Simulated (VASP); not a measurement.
# CoO in VASP: a series of runs

The runs below take CoO through single point, with PBE.

Program: VASP 6.6.1. These are calculated values, not measurements. Logs are shortened: lines on timing, memory, paths and dates and some standing lists are left out, and cuts for length are marked.

## 1. The cell of the first run

It takes space group I4/mmm (No. 139, tetragonal). Conventional cell: a = 3.016 Å, b = 3.016 Å, c = 4.341 Å, α = 90.00°, β = 90.00°, γ = 90.00°. Within 2.8 Å of Co (site symmetry 4/mmm) lie 6 O at 2.13 to 2.17 Å. Within 2.8 Å of O (site symmetry 4/mmm) lie 6 Co at 2.13 to 2.17 Å.

## 2. Single point, PBE, collinear spin, ferromagnetic start (zz strain of +3 %)

INCAR reads:

```
SYSTEM = CoO
PREC = Accurate
ENCUT = 600
EDIFF = 1E-6
ISMEAR = -1
SIGMA = 0.03
LREAL = .FALSE.
LASPH = .TRUE.
NELM = 200
ALGO = Normal
ISIF = 2
LWAVE = .FALSE.
LCHARG = .FALSE.
ISPIN = 2
MAGMOM = 2 0
LORBIT = 11
LMAXMIX = 4
GGA = PE
ISYM = 0
NBANDS = 18
GGA_COMPAT = .FALSE.
KPAR = 4
```

KPOINTS reads:

```
regular mesh
0
G
  13 13 15
  0 0 0
```

POSCAR reads:

```
CoO
1.0
   -1.5080001529      1.5080001529      2.1704674536
    1.5080001529     -1.5080001529      2.1704674536
    1.5080001529      1.5080001529     -2.1704674536
Co O
1 1
Direct
    0.0000000000      0.0000000000      0.0000000000
    0.5000000000      0.5000000000      0.0000000000
```

Potentials or basis: VASP PAW PBE potentials, release 64 (Co, O).

Started as:

```console
$ cat potpaw_PBE.64/Co/POTCAR potpaw_PBE.64/O/POTCAR > POTCAR
$ mpirun -np 4 vasp_std > vasp.out
```

OUTCAR:

```text
SYSTEM = CoO
   PREC = Accurate
   ENCUT = 600
   EDIFF = 1E-6
   ISMEAR = -1
   LREAL = .FALSE.
   LASPH = .TRUE.
   NELM = 200
   ISIF = 2
   ISPIN = 2
   LORBIT = 11
   GGA = PE
   ISYM = 0

 ion  position               nearest neighbor table
   1  0.000  0.000  0.000-   2 2.13   2 2.13   2 2.13   2 2.13   2 2.17   2 2.17
   2  0.500  0.500  0.000-   1 2.13   1 2.13   1 2.13   1 2.13   1 2.17   1 2.17

IMPORTANT INFORMATION: All symmetrisations will be switched off!
NOSYMM: (Re-)initialisation of all symmetry stuff for point group C_1.

----------------------------------------------------------------------------------------

                                     Primitive cell

  volume of cell :      19.7431

  direct lattice vectors                    reciprocal lattice vectors
    -1.508000153  1.508000153  2.170467454     0.000000000  0.331564953  0.230365122
     1.508000153 -1.508000153  2.170467454     0.331564953  0.000000000  0.230365122
     1.508000153  1.508000153 -2.170467454     0.331564953  0.331564953  0.000000000

  length of vectors
     3.042870009  3.042870009  3.042870009     0.403736805  0.403736805  0.468903654

  position of ions in fractional coordinates (direct lattice)
     0.000000000  0.000000000  0.000000000
     0.500000000  0.500000000  0.000000000

  ion indices of the primitive-cell ions
   primitive index   ion index
                 1           1
                 2           2

----------------------------------------------------------------------------------------

 KPOINTS: regular mesh

Automatic generation of k-mesh.
 Grid dimensions read from file:
 generate k-points for:   13   13   15

 Generating k-lattice:

  Cartesian coordinates                     Fractional coordinates (reciprocal lattice)
     0.000000000  0.025504996  0.017720394     0.076923077  0.000000000  0.000000000
     0.025504996  0.000000000  0.017720394     0.000000000  0.076923077  0.000000000
     0.022104330  0.022104330  0.000000000     0.000000000  0.000000000  0.066666667

  Length of vectors
     0.031056677  0.031056677  0.031260244

  Shift w.r.t. Gamma in fractional coordinates (k-lattice)
     0.000000000  0.000000000  0.000000000

 -----------------------------------------------------------------------------
|                                                                             |
|           W    W    AA    RRRRR   N    N  II  N    N   GGGG   !!!           |
|           W    W   A  A   R    R  NN   N  II  NN   N  G    G  !!!           |
|           W    W  A    A  R    R  N N  N  II  N N  N  G       !!!           |
|           W WW W  AAAAAA  RRRRR   N  N N  II  N  N N  G  GGG   !            |
|           WW  WW  A    A  R   R   N   NN  II  N   NN  G    G                |
|           W    W  A    A  R    R  N    N  II  N    N   GGGG   !!!           |
|                                                                             |
|     Your reciprocal lattice and k-lattice belong to different lattice       |
|     classes:                                                                |
|                                                                             |
|        The reciprocal lattice is body-centered tetragonal,                  |
|        whereas your k-lattice is base-centered monoclinic.                  |
|                                                                             |
|     Results are often still useful ...                                      |
|                                                                             |
 -----------------------------------------------------------------------------

 WARNING: IBZKPT: internal override: KBLOWUP is changed to .FALSE.
      ... skipping the blow-up phase ...

 Subroutine IBZKPT returns following result:
 ===========================================

 Found   1268 irreducible k-points:

 Following reciprocal coordinates:
            Coordinates               Weight
  0.000000  0.000000  0.000000      1.000000
  0.076923  0.000000  0.000000      2.000000
  0.153846  0.000000  0.000000      2.000000
  0.230769  0.000000  0.000000      2.000000
  0.307692  0.000000  0.000000      2.000000
  0.384615 -0.000000  0.000000      2.000000
[... 16 lines left out ...]
  0.153846  0.153846  0.000000      2.000000
  0.230769  0.153846  0.000000      2.000000
 [... further k-points ...]
   k-points           NKPTS =   1268   k-points in BZ     NKDIM =   1268   number of bands    NBANDS=     18
   number of dos      NEDOS =    301   number of ions     NIONS =      2
   total plane-waves  NPLWV =  13824
   dimension x,y,z NGX =    24 NGY =   24 NGZ =   24
   dimension x,y,z NGXF=    48 NGYF=   48 NGZF=   48
   ions per type =               1   1
   NGX,Y,Z   is equivalent  to a cutoff of  13.11, 13.11, 13.11 a.u.
   NGXF,Y,Z  is equivalent  to a cutoff of  26.22, 26.22, 26.22 a.u.
 SYSTEM =  CoO
   PREC   = accura    normal or accurate (medium, high low for compatibility)
   ISTART =      0    job   : 0-new  1-cont  2-samecut
   ICHARG =      2    charge: 1-file 2-atom 10-const
   ISPIN  =      2    spin polarized calculation?
   LNONCOLLINEAR =      F non collinear calculations
   LSORBIT =      F    spin-orbit coupling
   LASPH  =      T    aspherical Exc in radial PAW
   ENCUT  =  600.0 eV  44.10 Ry    6.64 a.u.   6.08  6.08  6.08*2*pi/ulx,y,z
   NELM   =    200;   NELMIN=  2; NELMDL= -5     # of ELM steps
   EDIFF  = 0.1E-05   stopping-criterion for ELM
   LREAL  =      F    real-space projection
   EDIFFG = 0.1E-04   stopping-criterion for IOM
   NSW    =      0    number of steps for IOM
   IBRION =     -1    ionic relax: 0-MD 1-quasi-New 2-CG
   NFREE  =      0    steps in history (QN), initial steepest desc. (CG)
   ISIF   =      2    stress and relaxation
   ISYM   =      0    0-nonsym 1-usesym 2-fastsym
   POTIM  = 0.5000    time-step for ionic-motion
   TEBEG  =    0.0;   TEEND  =   0.0 temperature during run
   PSTRESS=    0.0 pullay stress
   NELECT =      15.0000    total number of electrons
   NUPDOWN=      -1.0000    fix difference up-down
   EMIN   =  10.00;   EMAX   =-10.00  energy-range for DOS
   EFERMI =   0.00;   METHOD = LEGACY
   ISMEAR =    -1;   SIGMA  =   0.03  broadening in eV -4-tet -1-fermi 0-gaus
   EFERMI_NEDOS =   21; number of points for ismear=-14 and -15
   IALGO  =     38    algorithm
   IMIX   =      4    mixing-type and parameters
     AMIX     =   0.40;   BMIX     =  1.00
     AMIX_MAG =   1.60;   BMIX_MAG =  1.00
  volume/ion in A,a.u.               =       9.87        66.62
  Fermi-wavevector in a.u.,A,eV,Ry     =   1.493826  2.822921 30.361605  2.231515
  Thomas-Fermi vector in A             =   2.606177
   LORBIT       =     11    0 simple, 1 ext, 2 COOP (PROOUT), +10 PAW based schemes
   GGA     = PE    functional components
   LHFCALC =     F    Hartree Fock is set to
   AEXX    =    0.0000 exact exchange contribution
   IVDW    =     0    specifies the selected vdW correction
   LEPSILON=     F    determine dielectric tensor
   LRPA    =     F    only Hartree local field effects (RPA)
 spin polarized calculation
  energy-cutoff  :      600.00
  volume of cell :       19.74
 maximum number of plane-waves:       672
   NGX = 13   NGY = 13   NGZ = 13

 number of electron      15.0000006 magnetization       2.9602695

 Free energy of the ion-electron system (eV)
  ---------------------------------------------------
  ext. energy  EPLUGINS =         0.00000000
  ---------------------------------------------------
  free energy    TOTEN  =       -13.04402604 eV

  energy without entropy =      -13.03184733  energy(sigma->0) =      -13.03793669

 E-fermi :   7.6021     XC(G=0): -12.2853

 val. band max:        7.6017431329   @ k =  -0.3846  -0.2308   0.2667
 cond. band min:       7.6025762719   @ k =  -0.3077  -0.2308   0.2667
 fundamental gap:      0.0008331390
 Fermi energy:         7.6021267686

 spin component 1

 k-point     1 :       0.0000    0.0000    0.0000
  band No.  band energies     occupation
      1     -12.3904      1.00000
      2       4.3247      1.00000
      3       4.3386      1.00000
      4       4.4166      1.00000
      5       4.5624      1.00000
      6       4.5633      1.00000
[... 10 lines left out ...]
     17      28.8988      0.00000
     18      31.9250      0.00000

 k-point     2 :       0.0769    0.0000    0.0000
  band No.  band energies     occupation
      1     -12.3316      1.00000
      2       3.7556      1.00000
      3       3.7864      1.00000
      4       3.8681      1.00000
      5       4.4975      1.00000
      6       4.6160      1.00000
[... 10 lines left out ...]
     17      29.5921      0.00000
     18      32.8784      0.00000
[... 442 lines left out ...]
 k-point    24 :       0.2308    0.1538    0.0000
  band No.  band energies     occupation
      1     -11.6135      1.00000
      2       0.9710      1.00000
      3       2.0882      1.00000
      4       2.5777      1.00000
      5       4.8638      1.00000
      6       4.9243      1.00000
[... 10 lines left out ...]
     17      35.1641      0.00000
     18      36.4659      0.00000

 [... further k-points ...]

 spin component 2

 k-point     1 :       0.0000    0.0000    0.0000
  band No.  band energies     occupation
      1     -11.8663      1.00000
      2       5.1377      1.00000
      3       5.1377      1.00000
      4       5.2185      1.00000
      5       6.5190      1.00000
      6       6.5657      1.00000
[... 10 lines left out ...]
     17      29.8715      0.00000
     18      32.7536      0.00000

 k-point     2 :       0.0769    0.0000    0.0000
  band No.  band energies     occupation
      1     -11.8058      1.00000
      2       4.6215      1.00000
      3       4.9212      1.00000
      4       4.9764      1.00000
      5       6.6132      1.00000
      6       6.6367      1.00000
[... 10 lines left out ...]
     17      30.4291      0.00000
     18      33.7411      0.00000
[... 442 lines left out ...]
 k-point    24 :       0.2308    0.1538    0.0000
  band No.  band energies     occupation
      1     -11.0607      1.00000
      2       1.6956      1.00000
      3       3.4822      1.00000
      4       3.5578      1.00000
      5       6.9910      1.00000
      6       7.3406      0.99984
[... 10 lines left out ...]
     17      35.6740      0.00000
     18      37.0545      0.00000

 [... further k-points ...]
[... 5 lines left out ...]
  --------------------------------------------------------------------------------------
  -------------------------------------------------------------------------------------
  Total       -0.6838579     -0.6838813     -0.6922713     -0.0009552     -0.0002715     -0.0002709
  in kB      -55.4958411    -55.4977325    -56.1785919     -0.0775125     -0.0220331     -0.0219849
  external PRESSURE =     -55.7240552 kB  Pullay stress =       0.0000000 kB

 VOLUME and BASIS-vectors are now :
 -----------------------------------------------------------------------------
  energy-cutoff  :      600.00
  volume of cell :       19.74
      direct lattice vectors                 reciprocal lattice vectors
    -1.508000153  1.508000153  2.170467454     0.000000000  0.331564953  0.230365122
     1.508000153 -1.508000153  2.170467454     0.331564953  0.000000000  0.230365122
     1.508000153  1.508000153 -2.170467454     0.331564953  0.331564953  0.000000000

 POSITION                                       TOTAL-FORCE (eV/Angst)
 -----------------------------------------------------------------------------------
      0.00000      0.00000      0.00000        -0.000000     -0.000000      0.000000
      0.00000      0.00000      2.17047         0.000000      0.000000     -0.000000
 -----------------------------------------------------------------------------------
    total drift:                                0.000000     -0.000000     -0.000000

  FREE ENERGIE OF THE ION-ELECTRON SYSTEM (eV)
  ---------------------------------------------------
  free  energy   TOTEN  =       -13.0440260394 eV

  energy  without entropy=      -13.0318473348  energy(sigma->0) =      -13.03793669

 total charge

# of ion       s       p       d       tot
------------------------------------------
    1        0.288   0.343   7.125   7.756
    2        1.552   3.417   0.000   4.969
--------------------------------------------------
tot          1.841   3.759   7.125  12.725

 magnetization (x)

# of ion       s       p       d       tot
------------------------------------------
    1        0.020   0.017   2.558   2.595
    2        0.028   0.285   0.000   0.313
--------------------------------------------------
tot          0.048   0.302   2.558   2.908
```

Wall time 5.2 min (4 MPI ranks of Intel Xeon Platinum 8259CL at 2.50GHz (Skylake/Cascade Lake), shared host); peak memory 0.84 GiB.

What came out:

| Quantity | Value |
| --- | --- |
| Free energy | -13.0440 eV |
| Pressure | -5.6 GPa |
| Band gap on the k mesh | zero (filled and empty bands overlap) |
| Net moment | 2.96 μB per cell |
| Site moments | Co +2.60; O +0.31 μB |
| Valence electrons inside the program's atomic spheres | Co 7.76; O 4.97 |

Levels at points of the mesh, in eV from the Fermi level:
Spin up:
```tsv
k point	band 5	band 6	band 7	band 8	band 9	band 10	band 11	band 12	band 13	band 14
(0.00, 0.00, 0.00)	-3.04	-3.04	-3.00	-2.99	-2.98	0.90	16.80	17.92	18.00	18.01
```
Spin down:
| k point | band 3 | band 4 | band 5 | band 6 | band 7 | band 8 | band 9 | band 10 |
| --- | --- | --- | --- | --- | --- | --- | --- | --- |
| (0.00, 0.00, 0.00) | -2.46 | -2.38 | -1.08 | -1.04 | -1.03 | 0.07 | 0.11 | 1.46 |

Caveat: the cell differs from its parent crystal (zz strain of +3 %); the cell stands under tension; a cell with one magnetic atom can't hold antiferromagnetic order, which such compounds often take; semilocal functionals often make such compounds metallic where correlation or magnetic order opens a gap, which also shifts bond lengths.

(Continued in part 2 of 2.)
